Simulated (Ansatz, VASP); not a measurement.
# Rh in VASP and in Ansatz

```
Rh
1.0
    -1.50429    1.50429    1.50429
     1.50429   -1.50429    1.50429
     1.50429    1.50429   -1.50429
Rh
1
Direct
  0.00000 0.00000 0.00000
```

Alike in both runs: task single point; functional PBE; k mesh 8 × 8 × 8; no spin polarisation.

```csv
,VASP,Ansatz
version,VASP 6.6.1,Ansatz 0.2.0
potentials or method,"VASP PAW PBE potentials, release 64 (Rh_pv), cutoff 520 eV",PAW plane waves
occupations,"fermi-dirac, width 0.1 eV",fermi-dirac
valence electrons in the cell,15,17
```

Ansatz gave:

```
gap on the k mesh at the Fermi level (eV) : none
pressure (GPa)                            : 17.1
```

Task: What did VASP give for the same quantities?

Result: gap on the k mesh at the Fermi level (eV): none; pressure (GPa): 17.2.

A gap of «none» marks a metal or a gap that the smearing closes. VASP's potentials hold 15 valence electrons a cell and Ansatz's 17, so a difference there can come from the potentials and not from the codes.

The k mesh is coarse, so the values compare programs but aren't converged.
